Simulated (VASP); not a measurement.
# TiHg (P4/mmm) in VASP: notebook

Runs on TiHg. Level: LDA. Tasks: single point.

All numbers are computed with VASP 6.6.1; they aren't measurements. Logs are shortened: lines on timing, memory, paths and dates and some standing lists are left out, and cuts for length are marked.

## 1. The cell of the first run

The structure is tetragonal, space group P4/mmm (No. 123). Conventional cell: a = 3.009 Å, b = 3.009 Å, c = 4.041 Å, α = 90.00°, β = 90.00°, γ = 90.00°. Within 3.9 Å of Ti (site symmetry 4/mmm) lie 8 Hg at 2.93 Å and 4 Ti at 3.01 Å. Within 3.9 Å of Hg (site symmetry 4/mmm) lie 8 Ti at 2.93 Å and 4 Hg at 3.01 Å.

## 2. Single point, LDA

Contents of INCAR:

```
SYSTEM = TiHg
PREC     = Accurate       ! precision mode
ENCUT    = 520            ! plane-wave cutoff, eV
EDIFF    = 1E-7           ! SCF threshold, eV
ISMEAR   = -1             ! smearing method
SIGMA    = 0.05           ! smearing width, eV
LREAL    = .False.        ! projectors in reciprocal space
LASPH    = .True.         ! aspherical terms in the spheres
NELM     = 100            ! most SCF steps
ALGO     = Normal         ! electronic algorithm
ISIF     = 2              ! what is computed and relaxed
LWAVE    = .False.        ! write WAVECAR
LCHARG   = .True.         ! write CHGCAR
LELF     = .True.         ! ELF
LVHAR    = .True.       
NBANDS   = 19             ! bands
```

Contents of KPOINTS:

```
regular mesh
0
Gamma
  10 10 7
  0 0 0
```

Contents of POSCAR:

```
TiHg
1.0
    3.0090000000      0.0000000000      0.0000000000
    0.0000000000      3.0090000000      0.0000000000
    0.0000000000      0.0000000000      4.0410000000
Ti Hg
1 1
Direct
    0.5000000000      0.5000000000      0.5000000000
    0.0000000000      0.0000000000      0.0000000000
```

Potentials or basis: VASP PAW LDA potentials, release 64 (Ti_sv, Hg).

The run is started by

```sh
$ cat potpaw_LDA.64/Ti_sv/POTCAR potpaw_LDA.64/Hg/POTCAR > POTCAR
$ mpirun -np 1 vasp_std > vasp.out
```

OUTCAR:

```text
SYSTEM = TiHg
   PREC = Accurate
   ENCUT = 520
   EDIFF = 1E-7
   ISMEAR = -1
   LREAL = .False.
   LASPH = .True.
   NELM = 100
   ISIF = 2

 ion  position               nearest neighbor table
   1  0.500  0.500  0.500-   2 2.93   2 2.93   2 2.93   2 2.93   2 2.93   2 2.93   2 2.93   2 2.93

   2  0.000  0.000  0.000-   1 2.93   1 2.93   1 2.93   1 2.93   1 2.93   1 2.93   1 2.93   1 2.93

  LATTYP: Found a simple tetragonal cell.
 ALAT       =     3.0090000000
 C/A-ratio  =     1.3429710867

  Lattice vectors:

 A1 = (   3.0090000000,   0.0000000000,   0.0000000000)
 A2 = (   0.0000000000,   3.0090000000,   0.0000000000)
 A3 = (   0.0000000000,   0.0000000000,   4.0410000000)

Analysis of symmetry for initial positions (statically):
=====================================================================
 Subroutine PRICEL returns:
 Original cell was already a primitive cell.

 Routine SETGRP: Setting up the symmetry group for a
 simple tetragonal supercell.

 Subroutine GETGRP returns: Found 16 space group operations
 (whereof 16 operations were pure point group operations)
 out of a pool of 16 trial point group operations.

The static configuration has the point symmetry D_4h.

Analysis of symmetry for dynamics (positions and initial velocities):
=====================================================================
 Subroutine PRICEL returns:
 Original cell was already a primitive cell.

 Routine SETGRP: Setting up the symmetry group for a
 simple tetragonal supercell.

 Subroutine GETGRP returns: Found 16 space group operations
 (whereof 16 operations were pure point group operations)
 out of a pool of 16 trial point group operations.

The dynamic configuration has the point symmetry D_4h.

 Subroutine INISYM returns: Found 16 space group operations
 (whereof 16 operations are pure point group operations),
 and found     1 'primitive' translations

----------------------------------------------------------------------------------------

                                     Primitive cell

  volume of cell :      36.5875

  direct lattice vectors                    reciprocal lattice vectors
     3.009000000  0.000000000  0.000000000     0.332336324  0.000000000  0.000000000
     0.000000000  3.009000000  0.000000000     0.000000000  0.332336324  0.000000000
     0.000000000  0.000000000  4.041000000     0.000000000  0.000000000  0.247463499

  length of vectors
     3.009000000  3.009000000  4.041000000     0.332336324  0.332336324  0.247463499

  position of ions in fractional coordinates (direct lattice)
     0.500000000  0.500000000  0.500000000
     0.000000000  0.000000000  0.000000000

  ion indices of the primitive-cell ions
   primitive index   ion index
                 1           1
                 2           2

----------------------------------------------------------------------------------------

 KPOINTS: regular mesh

Automatic generation of k-mesh.
 Grid dimensions read from file:
 generate k-points for:   10   10    7

 Generating k-lattice:

  Cartesian coordinates                     Fractional coordinates (reciprocal lattice)
     0.033233632  0.000000000  0.000000000     0.100000000  0.000000000  0.000000000
     0.000000000  0.033233632  0.000000000     0.000000000  0.100000000  0.000000000
     0.000000000  0.000000000  0.035351928     0.000000000  0.000000000  0.142857143

  Length of vectors
     0.033233632  0.033233632  0.035351928

  Shift w.r.t. Gamma in fractional coordinates (k-lattice)
     0.000000000  0.000000000  0.000000000

 Subroutine IBZKPT returns following result:
 ===========================================

 Found     84 irreducible k-points:

 Following reciprocal coordinates:
            Coordinates               Weight
  0.000000  0.000000  0.000000      1.000000
  0.100000  0.000000  0.000000      4.000000
  0.200000  0.000000  0.000000      4.000000
  0.300000  0.000000  0.000000      4.000000
  0.400000  0.000000  0.000000      4.000000
  0.500000  0.000000  0.000000      2.000000
[... 16 lines left out ...]
  0.100000  0.000000  0.142857      8.000000
  0.200000  0.000000  0.142857      8.000000
 [... further k-points ...]
   k-points           NKPTS =     84   k-points in BZ     NKDIM =     84   number of bands    NBANDS=     19
   number of dos      NEDOS =    301   number of ions     NIONS =      2
   total plane-waves  NPLWV =  17280
   dimension x,y,z NGX =    24 NGY =   24 NGZ =   30
   dimension x,y,z NGXF=    48 NGYF=   48 NGZF=   60
   ions per type =               1   1
   NGX,Y,Z   is equivalent  to a cutoff of  13.26, 13.26, 12.34 a.u.
   NGXF,Y,Z  is equivalent  to a cutoff of  26.52, 26.52, 24.68 a.u.
 SYSTEM =  TiHg
   PREC   = accura    normal or accurate (medium, high low for compatibility)
   ISTART =      0    job   : 0-new  1-cont  2-samecut
   ICHARG =      2    charge: 1-file 2-atom 10-const
   ISPIN  =      1    spin polarized calculation?
   LNONCOLLINEAR =      F non collinear calculations
   LSORBIT =      F    spin-orbit coupling
   LASPH  =      T    aspherical Exc in radial PAW
   ENCUT  =  520.0 eV  38.22 Ry    6.18 a.u.   5.59  5.59  7.51*2*pi/ulx,y,z
   NELM   =    100;   NELMIN=  2; NELMDL= -5     # of ELM steps
   EDIFF  = 0.1E-06   stopping-criterion for ELM
   LREAL  =      F    real-space projection
   EDIFFG = 0.1E-05   stopping-criterion for IOM
   NSW    =      0    number of steps for IOM
   IBRION =     -1    ionic relax: 0-MD 1-quasi-New 2-CG
   NFREE  =      0    steps in history (QN), initial steepest desc. (CG)
   ISIF   =      2    stress and relaxation
   ISYM   =      2    0-nonsym 1-usesym 2-fastsym
   POTIM  = 0.5000    time-step for ionic-motion
   TEBEG  =    0.0;   TEEND  =   0.0 temperature during run
   PSTRESS=    0.0 pullay stress
   NELECT =      24.0000    total number of electrons
   NUPDOWN=      -1.0000    fix difference up-down
   EMIN   =  10.00;   EMAX   =-10.00  energy-range for DOS
   EFERMI =   0.00;   METHOD = LEGACY
   ISMEAR =    -1;   SIGMA  =   0.05  broadening in eV -4-tet -1-fermi 0-gaus
   EFERMI_NEDOS =   21; number of points for ismear=-14 and -15
   IALGO  =     38    algorithm
   IMIX   =      4    mixing-type and parameters
     AMIX     =   0.40;   BMIX     =  1.00
     AMIX_MAG =   1.60;   BMIX_MAG =  1.00
  volume/ion in A,a.u.               =      18.29       123.45
  Fermi-wavevector in a.u.,A,eV,Ry     =   1.422441  2.688023 27.529178  2.023338
  Thomas-Fermi vector in A             =   2.543144
   LORBIT       =      0    0 simple, 1 ext, 2 COOP (PROOUT), +10 PAW based schemes
   GGA     = CA    functional components
   LHFCALC =     F    Hartree Fock is set to
   AEXX    =    0.0000 exact exchange contribution
   IVDW    =     0    specifies the selected vdW correction
   LEPSILON=     F    determine dielectric tensor
   LRPA    =     F    only Hartree local field effects (RPA)
 non-spin polarized calculation
  energy-cutoff  :      520.00
  volume of cell :       36.59
 maximum number of plane-waves:      1015
 NGX is ok and might be reduce to    24
   NGX = 11   NGY = 11   NGZ = 15

 number of electron      24.0000000 magnetization

 Free energy of the ion-electron system (eV)
  ---------------------------------------------------
  ext. energy  EPLUGINS =         0.00000000
  ---------------------------------------------------
  free energy    TOTEN  =        -9.81415204 eV

  energy without entropy =       -9.78789326  energy(sigma->0) =       -9.80102265

 E-fermi :   6.2222     XC(G=0): -12.0725

 val. band max:        6.2183698843   @ k =   0.3000   0.0000   0.2857
 cond. band min:       6.2222799511   @ k =   0.2000   0.0000   0.0000
 fundamental gap:      0.0039100668
 Fermi energy:         6.2221527267

 k-point     1 :       0.0000    0.0000    0.0000
  band No.  band energies     occupation
      1     -50.1406      2.00000
      2     -26.9163      2.00000
      3     -26.5725      2.00000
      4     -26.5725      2.00000
      5      -3.1655      2.00000
      6      -2.3561      2.00000
[... 11 lines left out ...]
     18      14.8789      0.00000
     19      14.8789      0.00000

 k-point     2 :       0.1000    0.0000    0.0000
  band No.  band energies     occupation
      1     -50.1379      2.00000
      2     -26.9138      2.00000
      3     -26.5988      2.00000
      4     -26.5703      2.00000
      5      -2.9656      2.00000
      6      -2.2572      2.00000
[... 11 lines left out ...]
     18      14.3568      0.00000
     19      15.2709      0.00000

 k-point     3 :       0.2000    0.0000    0.0000
  band No.  band energies     occupation
      1     -50.1306      2.00000
      2     -26.9072      2.00000
      3     -26.6674      2.00000
      4     -26.5646      2.00000
      5      -2.5488      2.00000
      6      -1.8164      2.00000
[... 11 lines left out ...]
     18      14.0829      0.00000
     19      16.3346      0.00000

 k-point     4 :       0.3000    0.0000    0.0000
  band No.  band energies     occupation
      1     -50.1217      2.00000
      2     -26.8991      2.00000
      3     -26.7513      2.00000
      4     -26.5576      2.00000
      5      -2.2829      2.00000
      6      -1.4019      2.00000
[... 11 lines left out ...]
     18      13.9951      0.00000
     19      17.8626      0.00000

 k-point     5 :       0.4000    0.0000    0.0000
  band No.  band energies     occupation
      1     -50.1145      2.00000
      2     -26.8925      2.00000
      3     -26.8185      2.00000
      4     -26.5519      2.00000
      5      -2.1394      2.00000
      6      -1.5738      2.00000
[... 11 lines left out ...]
     18      14.0849      0.00000
     19      17.5210      0.00000

 k-point     6 :       0.5000    0.0000    0.0000
  band No.  band energies     occupation
      1     -50.1117      2.00000
      2     -26.8900      2.00000
      3     -26.8440      2.00000
      4     -26.5498      2.00000
      5      -2.0903      2.00000
      6      -1.6472      2.00000
[... 11 lines left out ...]
     18      15.3003      0.00000
     19      15.9595      0.00000

 k-point     7 :       0.1000    0.1000    0.0000
  band No.  band energies     occupation
      1     -50.1351      2.00000
      2     -26.9112      2.00000
      3     -26.5980      2.00000
      4     -26.5950      2.00000
      5      -2.7516      2.00000
      6      -2.1747      2.00000
[... 11 lines left out ...]
     18      14.0866      0.00000
     19      14.7863      0.00000

 k-point     8 :       0.2000    0.1000    0.0000
  band No.  band energies     occupation
      1     -50.1279      2.00000
      2     -26.9045      2.00000
      3     -26.6648      2.00000
      4     -26.5904      2.00000
      5      -2.3150      2.00000
      6      -1.7719      2.00000
[... 256 lines left out ...]
 k-point    20 :       0.5000    0.4000    0.0000
  band No.  band energies     occupation
      1     -50.0867      2.00000
      2     -26.8617      2.00000
      3     -26.8094      2.00000
      4     -26.7816      2.00000
      5      -2.3006      2.00000
      6      -1.7489      2.00000
[... 11 lines left out ...]
     18      14.5940      0.00000
     19      14.7552      0.00000

 k-point    21 :       0.5000    0.5000    0.0000
  band No.  band energies     occupation
      1     -50.0840      2.00000
      2     -26.8587      2.00000
      3     -26.8057      2.00000
      4     -26.8057      2.00000
      5      -2.4010      2.00000
      6      -1.7603      2.00000
[... 11 lines left out ...]
     18      14.1844      0.00000
     19      14.6497      0.00000

 k-point    22 :       0.0000    0.0000    0.1429
  band No.  band energies     occupation
      1     -50.1404      2.00000
      2     -26.9200      2.00000
      3     -26.5725      2.00000
      4     -26.5725      2.00000
      5      -3.0284      2.00000
      6      -2.3424      2.00000
[... 11 lines left out ...]
     18      15.3435      0.00000
     19      15.3435      0.00000

 k-point    23 :       0.1000    0.0000    0.1429
  band No.  band energies     occupation
      1     -50.1377      2.00000
      2     -26.9173      2.00000
      3     -26.5988      2.00000
      4     -26.5703      2.00000
      5      -2.8396      2.00000
      6      -2.2413      2.00000
[... 11 lines left out ...]
     18      15.3650      0.00000
     19      15.6939      0.00000

 k-point    24 :       0.2000    0.0000    0.1429
  band No.  band energies     occupation
      1     -50.1305      2.00000
      2     -26.9102      2.00000
      3     -26.6671      2.00000
      4     -26.5646      2.00000
      5      -2.4900      2.00000
      6      -1.7688      2.00000
[... 11 lines left out ...]
     18      15.4904      0.00000
     19      16.6613      0.00000

 [... further k-points ...]

------------------------ aborting loop because EDIFF is reached ----------------------------------------

  FORCE on cell =-STRESS in cart. coord.  units (eV):
  Direction    XX          YY          ZZ          XY          YZ          ZX
  --------------------------------------------------------------------------------------
  -------------------------------------------------------------------------------------
  Total       -1.4203744     -1.4203744     -1.1755932      0.0000000      0.0000000      0.0000000
  in kB      -62.1985414    -62.1985414    -51.4795126      0.0000000      0.0000000      0.0000000
  external PRESSURE =     -58.6255318 kB  Pullay stress =       0.0000000 kB

 VOLUME and BASIS-vectors are now :
 -----------------------------------------------------------------------------
  energy-cutoff  :      520.00
  volume of cell :       36.59
      direct lattice vectors                 reciprocal lattice vectors
     3.009000000  0.000000000  0.000000000     0.332336324  0.000000000  0.000000000
     0.000000000  3.009000000  0.000000000     0.000000000  0.332336324  0.000000000
     0.000000000  0.000000000  4.041000000     0.000000000  0.000000000  0.247463499

 POSITION                                       TOTAL-FORCE (eV/Angst)
 -----------------------------------------------------------------------------------
      1.50450      1.50450      2.02050         0.000000      0.000000      0.000000
      0.00000      0.00000      0.00000         0.000000      0.000000      0.000000
 -----------------------------------------------------------------------------------
    total drift:                                0.000000      0.000000     -0.000000

  FREE ENERGIE OF THE ION-ELECTRON SYSTEM (eV)
  ---------------------------------------------------
  free  energy   TOTEN  =        -9.8141520410 eV

  energy  without entropy=       -9.7878932636  energy(sigma->0) =       -9.80102265
```

Wall time 80 s (1 thread of AMD EPYC 7R13, shared host); peak memory 0.15 GiB.

What came out:

```
Free energy            : -9.8142 eV
Pressure               : -5.9 GPa
Band gap on the k mesh : zero (band 12 reaches 6.78 eV, above the bottom of band 13 at 5.81 eV)
```

Stress tensor (GPa, compression positive):
```
-6.22  0.00  0.00
 0.00 -6.22  0.00
 0.00  0.00 -5.15
```

Caveat: spin-orbit coupling is left out, which moves the levels of the heavy elements.

[end of part 1 of 3]
